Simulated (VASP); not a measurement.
# LiTc (Pm-3m) in VASP: a series of runs

The runs below take LiTc through single point, relaxation of volume and atoms at fixed shape, with PBEsol.

Everything below comes from runs of VASP 6.6.1. Logs are shortened: lines on timing, memory, paths and dates and some standing lists are left out, and cuts for length are marked.

## Step 1: The cell of the first run

It takes space group Pm-3m (No. 221, cubic). Conventional cell: a = 2.882 Å, b = 2.882 Å, c = 2.882 Å, α = 90.00°, β = 90.00°, γ = 90.00°. Tc (site symmetry m-3m) has 8 Li at 2.50 Å and 6 Tc at 2.88 Å within 3.3 Å. Li (site symmetry m-3m) has 8 Tc at 2.50 Å and 6 Li at 2.88 Å within 3.3 Å.

## Step 2: Single point, PBEsol

File INCAR:

```
SYSTEM = LiTc
ALGO     = Normal         ! electronic algorithm
EDIFF    = 1E-7           ! SCF threshold, eV
ENCUT    = 520            ! plane-wave cutoff, eV
GGA      = PS             ! functional
ISIF     = 2              ! what is computed and relaxed
ISMEAR   = 0              ! smearing method
LASPH    = .TRUE.         ! aspherical terms in the spheres
LCHARG   = .FALSE.        ! write CHGCAR
LREAL    = .FALSE.        ! projectors in reciprocal space
LWAVE    = .FALSE.        ! write WAVECAR
NBANDS   = 15             ! bands
NELM     = 80             ! most SCF steps
PREC     = Accurate       ! precision mode
SIGMA    = 0.1            ! smearing width, eV
```

File KPOINTS:

```
k-points
0
G
  7 7 7
  0 0 0
```

File POSCAR:

```
LiTc
1.0
    2.8819587495      0.0000000000      0.0000000000
    0.0000000000      2.8819587495      0.0000000000
    0.0000000000      0.0000000000      2.8819587495
Tc Li
1 1
Direct
    0.0000000000      0.0000000000      0.0000000000
    0.5000000000      0.5000000000      0.5000000000
```

Potentials or basis: VASP PAW PBE potentials, release 64 (Tc_pv, Li_sv).

Started as:

```
$ cat potpaw_PBE.64/Tc_pv/POTCAR potpaw_PBE.64/Li_sv/POTCAR > POTCAR
$ mpirun -np 1 vasp_std > vasp.out
```

OUTCAR:

```text
SYSTEM = LiTc
   EDIFF = 1E-7
   ENCUT = 520
   GGA = PS
   ISIF = 2
   ISMEAR = 0
   LASPH = .TRUE.
   LREAL = .FALSE.
   NELM = 80
   PREC = Accurate

 ion  position               nearest neighbor table
   1  0.000  0.000  0.000-   2 2.50   2 2.50   2 2.50   2 2.50   2 2.50   2 2.50   2 2.50   2 2.50

   2  0.500  0.500  0.500-   1 2.50   1 2.50   1 2.50   1 2.50   1 2.50   1 2.50   1 2.50   1 2.50

  LATTYP: Found a simple cubic cell.
 ALAT       =     2.8819587495

  Lattice vectors:

 A1 = (   2.8819587495,   0.0000000000,   0.0000000000)
 A2 = (   0.0000000000,   2.8819587495,   0.0000000000)
 A3 = (   0.0000000000,   0.0000000000,   2.8819587495)

Analysis of symmetry for initial positions (statically):
=====================================================================
 Subroutine PRICEL returns:
 Original cell was already a primitive cell.

 Routine SETGRP: Setting up the symmetry group for a
 simple cubic supercell.

 Subroutine GETGRP returns: Found 48 space group operations
 (whereof 48 operations were pure point group operations)
 out of a pool of 48 trial point group operations.

The static configuration has the point symmetry O_h .

Analysis of symmetry for dynamics (positions and initial velocities):
=====================================================================
 Subroutine PRICEL returns:
 Original cell was already a primitive cell.

 Routine SETGRP: Setting up the symmetry group for a
 simple cubic supercell.

 Subroutine GETGRP returns: Found 48 space group operations
 (whereof 48 operations were pure point group operations)
 out of a pool of 48 trial point group operations.

The dynamic configuration has the point symmetry O_h .

 Subroutine INISYM returns: Found 48 space group operations
 (whereof 48 operations are pure point group operations),
 and found     1 'primitive' translations

----------------------------------------------------------------------------------------

                                     Primitive cell

  volume of cell :      23.9366

  direct lattice vectors                    reciprocal lattice vectors
     2.881958749  0.000000000  0.000000000     0.346986229  0.000000000  0.000000000
     0.000000000  2.881958749  0.000000000     0.000000000  0.346986229  0.000000000
     0.000000000  0.000000000  2.881958749     0.000000000  0.000000000  0.346986229

  length of vectors
[... 85 lines left out ...]
   POTIM  = 0.5000    time-step for ionic-motion
   TEBEG  =    0.0;   TEEND  =   0.0 temperature during run
   PSTRESS=    0.0 pullay stress
   NELECT =      16.0000    total number of electrons
   NUPDOWN=      -1.0000    fix difference up-down
   EMIN   =  10.00;   EMAX   =-10.00  energy-range for DOS
   EFERMI =   0.00;   METHOD = LEGACY
   ISMEAR =     0;   SIGMA  =   0.10  broadening in eV -4-tet -1-fermi 0-gaus
   EFERMI_NEDOS =   21; number of points for ismear=-14 and -15
   IALGO  =     38    algorithm
   IMIX   =      4    mixing-type and parameters
     AMIX     =   0.40;   BMIX     =  1.00
     AMIX_MAG =   1.60;   BMIX_MAG =  1.00
  volume/ion in A,a.u.               =      11.97        80.77
  Fermi-wavevector in a.u.,A,eV,Ry     =   1.431398  2.704950 27.876979  2.048900
  Thomas-Fermi vector in A             =   2.551139
   LORBIT       =      0    0 simple, 1 ext, 2 COOP (PROOUT), +10 PAW based schemes
   GGA     = PS    functional components
   LHFCALC =     F    Hartree Fock is set to
   AEXX    =    0.0000 exact exchange contribution
   IVDW    =     0    specifies the selected vdW correction
   LEPSILON=     F    determine dielectric tensor
   LRPA    =     F    only Hartree local field effects (RPA)
 non-spin polarized calculation
 Gauss-broadening in eV      SIGMA  =   0.10
  energy-cutoff  :      520.00
  volume of cell :       23.94
 maximum number of plane-waves:       659
 NGX is ok and might be reduce to    24
   NGX = 11   NGY = 11   NGZ = 11

 number of electron      15.9999992 magnetization

 Free energy of the ion-electron system (eV)
  ---------------------------------------------------
  ext. energy  EPLUGINS =         0.00000000
  ---------------------------------------------------
  free energy    TOTEN  =       -11.47517562 eV

  energy without entropy =      -11.46044654  energy(sigma->0) =      -11.46781108

 E-fermi :   8.5115     XC(G=0): -12.1043

 val. band max:        8.4616008588   @ k =   0.2857   0.0000   0.0000
 cond. band min:       8.5251402470   @ k =   0.2857   0.2857   0.1429
 fundamental gap:      0.0635393882
 Fermi energy:         8.5115235710

 k-point     1 :       0.0000    0.0000    0.0000
  band No.  band energies     occupation
      1     -35.2396      2.00000
      2     -29.7903      2.00000
      3     -29.7903      2.00000
      4     -29.7903      2.00000
      5       2.7132      2.00000
      6       5.1945      2.00000
      7       5.1945      2.00000
      8       9.8706      0.00000
      9       9.8706      0.00000
     10       9.8706      0.00000
     11      17.3697      0.00000
     12      17.3697      0.00000
     13      17.3697      0.00000
     14      25.2749      0.00000
[... 329 lines left out ...]
      2     -30.0953      2.00000
      3     -30.0932      2.00000
      4     -30.0932      2.00000
      5       4.8683      2.00000
      6       4.9113      2.00000
      7       4.9113      2.00000
      8      10.7528      0.00000
      9      10.7528      0.00000
     10      14.1144      0.00000
     11      16.4377      0.00000
     12      16.4377      0.00000
     13      20.6121      0.00000
     14      20.6962      0.00000
     15      20.6962      0.00000

------------------------ aborting loop because EDIFF is reached ----------------------------------------

  FORCE on cell =-STRESS in cart. coord.  units (eV):
  Direction    XX          YY          ZZ          XY          YZ          ZX
  --------------------------------------------------------------------------------------
  -------------------------------------------------------------------------------------
  Total       -0.0028959     -0.0028959     -0.0028959      0.0000000      0.0000000     -0.0000000
  in kB       -0.1938357     -0.1938357     -0.1938357      0.0000000      0.0000000     -0.0000000
  external PRESSURE =      -0.1938357 kB  Pullay stress =       0.0000000 kB

 VOLUME and BASIS-vectors are now :
 -----------------------------------------------------------------------------
  energy-cutoff  :      520.00
  volume of cell :       23.94
      direct lattice vectors                 reciprocal lattice vectors
     2.881958749  0.000000000  0.000000000     0.346986229  0.000000000  0.000000000
     0.000000000  2.881958749  0.000000000     0.000000000  0.346986229  0.000000000
     0.000000000  0.000000000  2.881958749     0.000000000  0.000000000  0.346986229

 POSITION                                       TOTAL-FORCE (eV/Angst)
 -----------------------------------------------------------------------------------
      0.00000      0.00000      0.00000         0.000000      0.000000      0.000000
      1.44098      1.44098      1.44098         0.000000      0.000000      0.000000
 -----------------------------------------------------------------------------------
    total drift:                                0.000000      0.000000     -0.000000

  FREE ENERGIE OF THE ION-ELECTRON SYSTEM (eV)
  ---------------------------------------------------
  free  energy   TOTEN  =       -11.4751756205 eV

  energy  without entropy=      -11.4604465366  energy(sigma->0) =      -11.46781108
```

OSZICAR:

```text
N       E                     dE             d eps       ncg     rms          rms(c)
DAV:   1     0.146353957828E+03    0.14635E+03   -0.90392E+03   608   0.114E+03
DAV:   2    -0.709720922051E+01   -0.15345E+03   -0.14828E+03   719   0.309E+02
DAV:   3    -0.125838278315E+02   -0.54866E+01   -0.53572E+01   976   0.537E+01
DAV:   4    -0.127167987480E+02   -0.13297E+00   -0.13293E+00   710   0.614E+00
DAV:   5    -0.127178263396E+02   -0.10276E-02   -0.10275E-02   822   0.544E-01    0.150E+01
DAV:   6    -0.114974661731E+02    0.12204E+01   -0.28357E+00   628   0.182E+01    0.131E+00
DAV:   7    -0.114763703943E+02    0.21096E-01   -0.73241E-02   684   0.292E+00    0.134E+00
DAV:   8    -0.114757731343E+02    0.59726E-03   -0.21185E-02   747   0.110E+00    0.178E-01
DAV:   9    -0.114751482660E+02    0.62487E-03   -0.12827E-03   726   0.377E-01    0.689E-02
DAV:  10    -0.114751765380E+02   -0.28272E-04   -0.23610E-04   879   0.145E-01    0.199E-02
DAV:  11    -0.114751753302E+02    0.12078E-05   -0.83260E-06   901   0.297E-02    0.244E-03
DAV:  12    -0.114751756556E+02   -0.32540E-06   -0.19265E-06   659   0.117E-02    0.139E-03
DAV:  13    -0.114751756205E+02    0.35075E-07   -0.59603E-08   737   0.202E-03
   1 F= -.11475176E+02 E0= -.11467811E+02  d E =-.147291E-01
```

stdout:

```text
POSCAR found type information on POSCAR TcLi
 POSCAR found :  2 types and       2 ions
 scaLAPACK will be used
 -----------------------------------------------------------------------------
|                                                                             |
|                                                                             |
|     You enforced a specific xc type in the INCAR file but a different       |
|     I HOPE YOU KNOW WHAT YOU ARE DOING!                                     |
|                                                                             |
 -----------------------------------------------------------------------------

 LDA part: xc-table for (Slater+PW92), standard interpolation
 POSCAR, INCAR and KPOINTS ok, starting setup
 FFT: planning ... GRIDC
 FFT: planning ... GRID_SOFT
 FFT: planning ... GRID
 WAVECAR not read
 entering main loop
```

It took 6.2 s on 1 thread of Intel Xeon 6975P-C, shared host; peak memory 0.14 GiB.

What came out:

```
Free energy            : -11.4752 eV
Band gap on the k mesh : zero (band 8 reaches 10.75 eV, above the bottom of band 9 at 8.19 eV)
```

Caveat: the cutoff is under 1.25 times the usual one of these potentials, so pressure, stress and relaxed cells hold a basis-set (Pulay) error; the PAW data sets were made with another functional, which shifts forces and pressure a little.

## Step 3: Relaxation of volume and atoms at fixed shape, PBEsol

This run uses another cell than the first one, of 17.72 Å³/atom, 1.481 times its volume.

File INCAR:

```
  PREC = Accurate
  ENCUT = 600
  EDIFF = 1E-6
  ISMEAR = 0
  SIGMA = 0.1
  LREAL = F
  LASPH = T
  NELM = 60
  ALGO = Normal
  ISIF = 8
  LWAVE = F
  LCHARG = F
  GGA = PS
  IBRION = 2
  NSW = 80
  EDIFFG = -0.03
```

File KPOINTS:

```
regular mesh
0
Gamma
  7 7 7
```

File POSCAR:

```
LiTc
1.0
    3.2850000000      0.0000000000      0.0000000000
    0.0000000000      3.2850000000      0.0000000000
    0.0000000000      0.0000000000      3.2850000000
Tc Li
1 1
Direct
    0.0000000000      0.0000000000      0.0000000000
    0.5000000000      0.5000000000      0.5000000000
```

Potentials or basis: VASP PAW PBE potentials, release 64 (Tc_pv, Li_sv).

Started as:

```
$ cat potpaw_PBE.64/Tc_pv/POTCAR potpaw_PBE.64/Li_sv/POTCAR > POTCAR
$ mpirun -np 1 vasp_std > vasp.out
```

Wall time 25 s (1 thread of Intel Xeon 6975P-C, shared host); peak memory 0.17 GiB.

Results (log left out):

* Free energy: -11.4951 eV
* Relaxed volume: 11.98 Å³/atom
* Relaxed cell: a = 2.883 Å, b = 2.883 Å, c = 2.883 Å, α = 90.00°, β = 90.00°, γ = 90.00°
* Space group after relaxing (to 0.05 Å): Pm-3m (No. 221)
* Energy gained by relaxing: 562.6 meV/atom
* Ionic steps: 3
* Pressure after relaxing: -0.2 GPa
* Band gap on the k mesh: zero (band 8 reaches 10.74 eV, above the bottom of band 9 at 8.16 eV)

Step by step:
| step | energy change (eV) | largest force (eV/Å) | pressure (GPa) | volume (Å³) |
| --- | --- | --- | --- | --- |
| 1 | 0.0000 | 0.0000 | -21.75 | 35.45 |
| 2 | -1.1203 | 0.0000 | -2.92 | 24.48 |
| 3 | -1.1253 | 0.0000 | -0.18 | 23.96 |

Final structure:
```cif
data_structure
_symmetry_space_group_name_H-M 'P 1'
_symmetry_Int_Tables_number 1
_cell_length_a 2.8827
_cell_length_b 2.8827
_cell_length_c 2.8827
_cell_angle_alpha 90.000
_cell_angle_beta 90.000
_cell_angle_gamma 90.000
_cell_volume 23.96
loop_
_atom_site_label
_atom_site_type_symbol
_atom_site_fract_x
_atom_site_fract_y
_atom_site_fract_z
_atom_site_occupancy
Tc1 Tc 0.00000 0.00000 0.00000 1
Li1 Li 0.50000 0.50000 0.50000 1
```

Levels at points of the mesh, in eV from the Fermi level:
```
           k point  band 5  band 6  band 7  band 8  band 9  band 10  band 11  band 12
(0.00, 0.00, 0.00)   -5.81   -3.31   -3.31    1.36    1.36     1.36     8.85     8.85
```

Caveat: the cutoff is under 1.25 times the usual one of these potentials, so pressure, stress and relaxed cells hold a basis-set (Pulay) error; the volume moved by over 15 % at a fixed basis, so the end points are rough; the PAW data sets were made with another functional, which shifts forces and pressure a little.
